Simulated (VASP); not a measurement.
# Te3Pb2 (R-3m) in VASP: relaxation of cell and atoms with PBE

Aim: the relaxation of cell and atoms of Te3Pb2 with PBE.

Program: VASP 6.6.1. These are calculated values, not measurements. Logs are shortened: lines on timing, memory, paths and dates and some standing lists are left out, and cuts for length are marked.

## (1) The cell of the first run

The structure is trigonal, space group R-3m (No. 166). The conventional cell has a = 7.498 Å, b = 7.498 Å, c = 23.031 Å, α = 90.00°, β = 90.00°, γ = 120.00°. Within 3.9 Å of Te (site symmetry 2/m) lie 2 Pb at 2.95 Å and 4 Te at 3.75 Å. Pb (site symmetry 3m) has 3 Te at 2.95 Å and 1 Pb at 3.67 Å within 3.9 Å.

The cell was built from a structure type or drawn by symmetry, and may not be a known phase.

## (2) Relaxation of cell and atoms, PBE

The input, INCAR:

```
SYSTEM = Te3Pb2
PREC = Accurate
ENCUT = 600
EDIFF = 1E-7
ISMEAR = 0
SIGMA = 0.1
LREAL = .False.
LASPH = .True.
NELM = 100
ALGO = Normal
ISIF = 3
LWAVE = .False.
LCHARG = .False.
GGA = PE
IBRION = 2
NSW = 100
EDIFFG = -0.01
```

The input, KPOINTS:

```
regular mesh
0
Gamma
  6 6 6
  0 0 0
```

The input, POSCAR:

```
Te3Pb2
1.0
    3.7488224114      2.1643836284      7.6769752219
   -3.7488224114      2.1643836284      7.6769752219
    0.0000000000     -4.3287672568      7.6769752219
Te Pb
3 2
Direct
    0.0000000000      0.0000000000      0.5000000000
    0.5000000000      0.0000000000      0.0000000000
    0.0000000000      0.5000000000      0.0000000000
    0.0796194684      0.0796194684      0.0796194684
    0.9203805316      0.9203805316      0.9203805316
```

Potentials or basis: VASP PAW PBE potentials, release 64 (Te, Pb_d).

Started as:

```console
$ cat potpaw_PBE.64/Te/POTCAR potpaw_PBE.64/Pb_d/POTCAR > POTCAR
$ mpirun -np 1 vasp_std > vasp.out
```

OUTCAR:

```text
SYSTEM = Te3Pb2
   PREC = Accurate
   ENCUT = 600
   EDIFF = 1E-7
   ISMEAR = 0
   LREAL = .False.
   LASPH = .True.
   NELM = 100
   ISIF = 3
   GGA = PE
   IBRION = 2
   NSW = 100
   EDIFFG = -0.01

 ion  position               nearest neighbor table
   1  0.000  0.000  0.500-   4 2.95   5 2.95
   2  0.500  0.000  0.000-   4 2.95   5 2.95
   3  0.000  0.500  0.000-   4 2.95   5 2.95
   4  0.080  0.080  0.080-   2 2.95   3 2.95   1 2.95   5 3.67
   5  0.920  0.920  0.920-   2 2.95   3 2.95   1 2.95   4 3.67

  LATTYP: Found a trigonal (rhomboedric) cell.
 ALAT       =     8.8132953270
 COS(alpha) =     0.6381379124

  Lattice vectors:

 A1 = (   3.7488224114,   2.1643836284,   7.6769752219)
 A2 = (  -3.7488224114,   2.1643836284,   7.6769752219)
 A3 = (   0.0000000000,  -4.3287672568,   7.6769752219)

Analysis of symmetry for initial positions (statically):
=====================================================================
 Subroutine PRICEL returns:
 Original cell was already a primitive cell.

 Routine SETGRP: Setting up the symmetry group for a
 trigonal (rhombohedral) supercell.

 Subroutine GETGRP returns: Found 12 space group operations
 (whereof 12 operations were pure point group operations)
 out of a pool of 12 trial point group operations.

The static configuration has the point symmetry D_3d.

Analysis of symmetry for dynamics (positions and initial velocities):
=====================================================================
 Subroutine PRICEL returns:
 Original cell was already a primitive cell.

 Routine SETGRP: Setting up the symmetry group for a
 trigonal (rhombohedral) supercell.

 Subroutine GETGRP returns: Found 12 space group operations
 (whereof 12 operations were pure point group operations)
 out of a pool of 12 trial point group operations.

The dynamic configuration has the point symmetry D_3d.

 Subroutine INISYM returns: Found 12 space group operations
 (whereof 12 operations are pure point group operations),
 and found     1 'primitive' translations

----------------------------------------------------------------------------------------

                                     Primitive cell

  volume of cell :     373.7408

  direct lattice vectors                    reciprocal lattice vectors
     3.748822411  2.164383628  7.676975222     0.133375216  0.077004217  0.043419879
    -3.748822411  2.164383628  7.676975222    -0.133375216  0.077004217  0.043419879
     0.000000000 -4.328767257  7.676975222     0.000000000 -0.154008434  0.043419879

  length of vectors
     8.813295327  8.813295327  8.813295327     0.160012136  0.160012136  0.160012136

  position of ions in fractional coordinates (direct lattice)
     0.000000000  0.000000000  0.500000000
     0.500000000  1.000000000  0.000000000
     1.000000000  0.500000000  0.000000000
     0.079619468  0.079619468  0.079619468
     0.920380532  0.920380532  0.920380532

  ion indices of the primitive-cell ions
   primitive index   ion index
                 1           1
                 2           2
                 3           3
                 4           4
                 5           5

----------------------------------------------------------------------------------------

 KPOINTS: regular mesh

Automatic generation of k-mesh.
 Grid dimensions read from file:
 generate k-points for:    6    6    6

 Generating k-lattice:

  Cartesian coordinates                     Fractional coordinates (reciprocal lattice)
     0.022229203  0.012834036  0.007236646     0.166666667 -0.000000000 -0.000000000
    -0.022229203  0.012834036  0.007236646    -0.000000000  0.166666667 -0.000000000
     0.000000000 -0.025668072  0.007236646    -0.000000000 -0.000000000  0.166666667

  Length of vectors
     0.026668689  0.026668689  0.026668689

  Shift w.r.t. Gamma in fractional coordinates (k-lattice)
     0.000000000  0.000000000  0.000000000

 Subroutine IBZKPT returns following result:
 ===========================================

 Found     32 irreducible k-points:

 Following reciprocal coordinates:
            Coordinates               Weight
  0.000000  0.000000  0.000000      1.000000
  0.166667 -0.000000 -0.000000      6.000000
  0.333333 -0.000000 -0.000000      6.000000
  0.500000 -0.000000 -0.000000      3.000000
  0.166667  0.166667 -0.000000      6.000000
  0.333333  0.166667 -0.000000     12.000000
[... 16 lines left out ...]
  0.500000  0.500000  0.166667      6.000000
 -0.333333  0.500000  0.166667     12.000000
 [... further k-points ...]
   k-points           NKPTS =     32   k-points in BZ     NKDIM =     32   number of bands    NBANDS=     27
   number of dos      NEDOS =    301   number of ions     NIONS =      5
   total plane-waves  NPLWV = 343000
   dimension x,y,z NGX =    70 NGY =   70 NGZ =   70
   dimension x,y,z NGXF=   140 NGYF=  140 NGZF=  140
   ions per type =               3   2
   NGX,Y,Z   is equivalent  to a cutoff of  13.20, 13.20, 13.20 a.u.
   NGXF,Y,Z  is equivalent  to a cutoff of  26.41, 26.41, 26.41 a.u.
 SYSTEM =  Te3Pb2
   PREC   = accura    normal or accurate (medium, high low for compatibility)
   ISTART =      0    job   : 0-new  1-cont  2-samecut
   ICHARG =      2    charge: 1-file 2-atom 10-const
   ISPIN  =      1    spin polarized calculation?
   LNONCOLLINEAR =      F non collinear calculations
   LSORBIT =      F    spin-orbit coupling
   LASPH  =      T    aspherical Exc in radial PAW
   ENCUT  =  600.0 eV  44.10 Ry    6.64 a.u.  17.60 17.60 17.60*2*pi/ulx,y,z
   NELM   =    100;   NELMIN=  2; NELMDL= -5     # of ELM steps
   EDIFF  = 0.1E-06   stopping-criterion for ELM
   LREAL  =      F    real-space projection
   EDIFFG = -.1E-01   stopping-criterion for IOM
   NSW    =    100    number of steps for IOM
   IBRION =      2    ionic relax: 0-MD 1-quasi-New 2-CG
   NFREE  =      1    steps in history (QN), initial steepest desc. (CG)
   ISIF   =      3    stress and relaxation
   ISYM   =      2    0-nonsym 1-usesym 2-fastsym
   POTIM  = 0.5000    time-step for ionic-motion
   TEBEG  =    0.0;   TEEND  =   0.0 temperature during run
   PSTRESS=    0.0 pullay stress
   NELECT =      46.0000    total number of electrons
   NUPDOWN=      -1.0000    fix difference up-down
   EMIN   =  10.00;   EMAX   =-10.00  energy-range for DOS
   EFERMI =   0.00;   METHOD = LEGACY
   ISMEAR =     0;   SIGMA  =   0.10  broadening in eV -4-tet -1-fermi 0-gaus
   EFERMI_NEDOS =   21; number of points for ismear=-14 and -15
   IALGO  =     38    algorithm
   IMIX   =      4    mixing-type and parameters
     AMIX     =   0.40;   BMIX     =  1.00
     AMIX_MAG =   1.60;   BMIX_MAG =  1.00
  volume/ion in A,a.u.               =      74.75       504.43
  Fermi-wavevector in a.u.,A,eV,Ry     =   0.814337  1.538873  9.022623  0.663144
  Thomas-Fermi vector in A             =   1.924225
   LORBIT       =      0    0 simple, 1 ext, 2 COOP (PROOUT), +10 PAW based schemes
   GGA     = PE    functional components
   LHFCALC =     F    Hartree Fock is set to
   AEXX    =    0.0000 exact exchange contribution
   IVDW    =     0    specifies the selected vdW correction
   LEPSILON=     F    determine dielectric tensor
   LRPA    =     F    only Hartree local field effects (RPA)
 conjugate gradient relaxation of ions
 non-spin polarized calculation
 Gauss-broadening in eV      SIGMA  =   0.10
  energy-cutoff  :      600.00
  volume of cell :      373.74
 maximum number of plane-waves:     12502
   NGX = 35   NGY = 35   NGZ = 35

--------------------------------------- Ionic step        1  -------------------------------------------

 number of electron      46.0000000 magnetization

 Free energy of the ion-electron system (eV)
  ---------------------------------------------------
  ext. energy  EPLUGINS =         0.00000000
  ---------------------------------------------------
  free energy    TOTEN  =       -14.96161807 eV

  energy without entropy =      -14.93244653  energy(sigma->0) =      -14.94703230

------------------------ aborting loop because EDIFF is reached ----------------------------------------

  FORCE on cell =-STRESS in cart. coord.  units (eV):
  Direction    XX          YY          ZZ          XY          YZ          ZX
  --------------------------------------------------------------------------------------
  -------------------------------------------------------------------------------------
  Total        0.2922781      0.2922781      0.9418453      0.0000000      0.0000000      0.0000000
  in kB        1.2529576      1.2529576      4.0375661      0.0000000      0.0000000      0.0000000
  external PRESSURE =       2.1811604 kB  Pullay stress =       0.0000000 kB
[... 219 lines left out ...]
  energy  without entropy=      -14.9429872858  energy(sigma->0) =      -14.95685850

--------------------------------------- Ionic step        7  -------------------------------------------

 number of electron      46.0000001 magnetization

 Free energy of the ion-electron system (eV)
  ---------------------------------------------------
  ext. energy  EPLUGINS =         0.00000000
  ---------------------------------------------------
  free energy    TOTEN  =       -14.97153497 eV

  energy without entropy =      -14.94353437  energy(sigma->0) =      -14.95753467

 E-fermi :   0.4943     XC(G=0):  -5.4298

 val. band max:        0.4935431273   @ k =   0.1667   0.1667  -0.0000
 cond. band min:       0.4948855933   @ k =   0.5000   0.1667  -0.0000
 fundamental gap:      0.0013424660
 Fermi energy:         0.4943333333

 k-point     1 :       0.0000    0.0000    0.0000
  band No.  band energies     occupation
      1     -17.2552      2.00000
      2     -17.2552      2.00000
      3     -17.2526      2.00000
      4     -17.2526      2.00000
      5     -17.2089      2.00000
      6     -17.2089      2.00000
[... 709 lines left out ...]
     26       1.1651      0.00000
     27       2.2570      0.00000

 [... further k-points ...]

------------------------ aborting loop because EDIFF is reached ----------------------------------------

  FORCE on cell =-STRESS in cart. coord.  units (eV):
  Direction    XX          YY          ZZ          XY          YZ          ZX
  --------------------------------------------------------------------------------------
  -------------------------------------------------------------------------------------
  Total        0.0221596      0.0221596      0.0234350      0.0000000      0.0000000      0.0000000
  in kB        0.0938546      0.0938546      0.0992564      0.0000000      0.0000000      0.0000000
  external PRESSURE =       0.0956552 kB  Pullay stress =       0.0000000 kB
[... 20 lines left out ...]
  FREE ENERGIE OF THE ION-ELECTRON SYSTEM (eV)
  ---------------------------------------------------
  free  energy   TOTEN  =       -14.9715349721 eV

  energy  without entropy=      -14.9435343730  energy(sigma->0) =      -14.95753467

 reached required accuracy - stopping structural energy minimisation
```

Run time: 37 min. Hardware: 1 thread of Intel Xeon 6975P-C (Granite Rapids), shared host; peak memory 1 GiB.

What came out:

* Free energy: -14.9715 eV
* Relaxed volume: 75.66 Å³/atom
* Relaxed cell: a = 8.995 Å, b = 8.995 Å, c = 8.995 Å, α = 48.81°, β = 48.81°, γ = 48.81°
* Space group after relaxing (to 0.1 Å): R-3m (No. 166)
* Energy gained by relaxing: 2.0 meV/atom
* Ionic steps: 7
* Pressure after relaxing: 0.0 GPa
* Largest force after relaxing: 0.007 eV/Å
* Band gap on the k mesh: zero (bands 23 and 24 overlap by 0.70 eV)

Forces on the atoms (eV/Å):
```
Te   0.000  0.000  0.000
Te   0.000  0.000  0.000
Te   0.000  0.000  0.000
Pb   0.000  0.000 -0.007
Pb   0.000  0.000  0.007
```

Step by step:
```csv
step,energy change (eV),largest force (eV/Å),pressure (GPa),volume (Å³)
1,0.0000,0.0884,0.22,373.74
2,-0.0047,0.0827,-0.06,379.27
3,-0.0048,0.0636,-0.03,378.63
4,-0.0062,0.0534,-0.03,378.60
5,-0.0090,0.0237,-0.01,378.47
6,-0.0091,0.0320,0.03,378.07
7,-0.0099,0.0069,0.01,378.28
```

Final structure:
```
Te Pb
1.0
     3.71663    2.14580    7.90547
    -3.71663    2.14580    7.90547
     0.00000   -4.29159    7.90547
Te Pb
3 2
Cartesian
  0.0000 -2.1458 3.9527
  1.8583 1.0729 3.9527
  -1.8583 1.0729 3.9527
  0.0000 0.0000 1.9022
  0.0000 0.0000 21.8142
```

Levels at points of the mesh, in eV from the Fermi level:
| k point | band 21 | band 22 | band 23 | band 24 | band 25 | band 26 |
| --- | --- | --- | --- | --- | --- | --- |
| (0.00, 0.00, 0.00) | -1.41 | -0.42 | 0.35 | 0.57 | 0.57 | 0.85 |
| (0.50, 0.00, 0.00) | -1.56 | -1.51 | -1.13 | 0.30 | 0.52 | 0.99 |
| (0.50, 0.50, 0.00) | -1.58 | -1.54 | -1.13 | 0.51 | 0.52 | 0.98 |
| (0.50, 0.50, 0.50) | -1.96 | 0.21 | 0.21 | 0.35 | 0.57 | 0.57 |

Caveat: semilocal functionals underestimate gaps, so a narrow gap can read as zero; spin-orbit coupling is left out, which moves the levels of the heavy elements.
